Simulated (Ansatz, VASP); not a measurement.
**C17O in VASP and in Ansatz**

File INCAR:

```
SYSTEM = C17O
PREC = Accurate
ENCUT = 520
EDIFF = 1E-7
ISMEAR = 0
SIGMA = 0.05
LREAL = Auto
LASPH = .TRUE.
NELM = 80
ALGO = Normal
ISIF = 2
LWAVE = .FALSE.
LCHARG = .TRUE.
LDIPOL = .TRUE.
IDIPOL = 3
DIPOL = 0.5 0.5 0.313
GGA = PE
IVDW = 12
LELF = .TRUE.
LVHAR = .TRUE.
LVACPOTAV = .TRUE.
NBANDS = 52
```

KPOINTS

```
regular mesh
0
G
  6 6 1
  0 0 0
```

File POSCAR:

```
C17O
1.0
    4.9298867130      0.0000000000      0.0000000000
   -0.0081547558      4.4132984516      0.0000000000
    0.0000000000      0.0000000000     23.6650337471
C O
17 1
Direct
    0.3745684085      0.7405378974      0.1690257467
    0.8745684085      0.7405378974      0.1690257467
    0.1243974091      0.6365956441      0.1920114160
    0.6243974091      0.6365956441      0.1920114160
    0.1240513173      0.4291046681      0.2380452569
    0.6240513173      0.4291046681      0.2380452569
    0.3738803179      0.3251624149      0.2610309261
    0.8738803179      0.3251624149      0.2610309261
    0.3735338584      0.1126520408      0.3070664644
    0.8735338584      0.1126520408      0.3070664644
    0.1233638388      0.0072945126      0.3289983678
    0.6233638388      0.0072945126      0.3289983678
    0.1229920122      0.7810454900      0.3748118563
    0.6229920122      0.7810454900      0.3748118563
    0.3728273188      0.6826774530      0.3936201337
    0.8728273188      0.6826774530      0.3936201337
    0.7478273188      0.6826774530      0.5774356332
    0.7478273188      0.6826774530      0.5288407310
```

Input for Ansatz:

```yaml
crystal:
  lattice:
    - [4.929886713, 0.0, 0.0]
    - [-0.0081547558, 4.4132984516, 0.0]
    - [0.0, 0.0, 23.6650337471]
  atoms:
    - { symbol: C, position: [0.3745684085, 0.7405378974, 0.1690257467] }
    - { symbol: C, position: [0.8745684085, 0.7405378974, 0.1690257467] }
    - { symbol: C, position: [0.1243974091, 0.6365956441, 0.192011416] }
    - { symbol: C, position: [0.6243974091, 0.6365956441, 0.192011416] }
    - { symbol: C, position: [0.1240513173, 0.4291046681, 0.2380452569] }
    - { symbol: C, position: [0.6240513173, 0.4291046681, 0.2380452569] }
    - { symbol: C, position: [0.3738803179, 0.3251624149, 0.2610309261] }
    - { symbol: C, position: [0.8738803179, 0.3251624149, 0.2610309261] }
    - { symbol: C, position: [0.3735338584, 0.1126520408, 0.3070664644] }
    - { symbol: C, position: [0.8735338584, 0.1126520408, 0.3070664644] }
    - { symbol: C, position: [0.1233638388, 0.0072945126, 0.3289983678] }
    - { symbol: C, position: [0.6233638388, 0.0072945126, 0.3289983678] }
    - { symbol: C, position: [0.1229920122, 0.78104549, 0.3748118563] }
    - { symbol: C, position: [0.6229920122, 0.78104549, 0.3748118563] }
    - { symbol: C, position: [0.3728273188, 0.682677453, 0.3936201337] }
    - { symbol: C, position: [0.8728273188, 0.682677453, 0.3936201337] }
    - { symbol: O, position: [0.7478273188, 0.682677453, 0.528840731] }
    - { symbol: C, position: [0.7478273188, 0.682677453, 0.5774356332] }
basis:
  ecutwfc: 420
kpoints:
  mp_grid: { grid: [6, 6, 1] }
hamiltonian:
  xc: pbe
  pseudopotentials: { kind: paw, azcp: { folder: soft_1 } }
  dispersion: d3bj
scf:
  occupations: { method: gaussian, width: 0.05 }
output:
  forces: true
  eigenvalues: true
efield:
  axis: 3
  dipole_correction: true
  ramp_width: 0.04
```

Alike in both runs: task single point; functional PBE; dispersion D3(BJ); k mesh 6 × 6 × 1; occupations gaussian, width 0.05 eV; no spin polarisation.

|  | VASP | Ansatz |
| --- | --- | --- |
| version | VASP 6.6.1 | Ansatz 0.2.0 |
| potentials or method | VASP PAW PBE potentials, release 64 (C, O), cutoff 520 eV | scalar-relativistic, plane waves, PAW |
| valence electrons in the cell | 74 | 74 |

Ansatz gave:

- gap on the k mesh at the Fermi level (eV): none
- rms of the force components (eV/Å): 0.790
- work function, face that differs most (eV): 5.97

Q: What did VASP give for the same quantities?

A: gap on the k mesh at the Fermi level (eV): none; rms of the force components (eV/Å): 0.739; work function, face that differs most (eV): 5.94.

A gap of «none» marks a metal or a gap that the smearing closes.

Noted on VASP's run: the standard files for N, O and F lose accuracy on very short bonds.
